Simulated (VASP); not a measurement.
The system is CaSe.

```
Ca Se
1.0
     0.00000    3.30000    3.30000
     3.30000    0.00000    3.30000
     3.30000    3.30000    0.00000
Ca Se
1 1
Direct
  0.00000 0.00000 0.00000
  0.75000 0.75000 0.75000
```

| Item | Value |
| --- | --- |
| Program | VASP 6.6.1 |
| Task | relaxation of cell and atoms |
| Functional | LDA |
| Potentials or basis | VASP PAW LDA potentials, release 64 (Ca_sv, Se) |
| Cutoff | 600 eV |
| k mesh | 6 × 6 × 6 |
| Occupations | gaussian, width 0.01 eV |
| Spin | no spin polarisation |

At the start: pressure -2.5 GPa; volume 35.94 Å³/atom.

How do energy, volume and symmetry change on relaxing?

Over 3 steps the energy falls by 23.1 meV/atom and the volume is 33.21 Å³/atom (-7.6 %); space group F-43m (No. 216, to 0.1 Å) before and after.

The path:
```
step  energy change (eV)  largest force (eV/Å)  pressure (GPa)  volume (Å³)
   1              0.0000                0.0000           -2.55        71.87
   2             -0.0459                0.0000            0.19        66.10
   3             -0.0461                0.0000            0.00        66.43
```

Final structure:
```cif
data_structure
_symmetry_space_group_name_H-M 'P 1'
_symmetry_Int_Tables_number 1
_cell_length_a 4.5459
_cell_length_b 4.5459
_cell_length_c 4.5459
_cell_angle_alpha 60.000
_cell_angle_beta 60.000
_cell_angle_gamma 60.000
_cell_volume 66.43
loop_
_atom_site_label
_atom_site_type_symbol
_atom_site_fract_x
_atom_site_fract_y
_atom_site_fract_z
_atom_site_occupancy
Ca1 Ca 0.00000 0.00000 0.00000 1
Se1 Se 0.75000 0.75000 0.75000 1
```
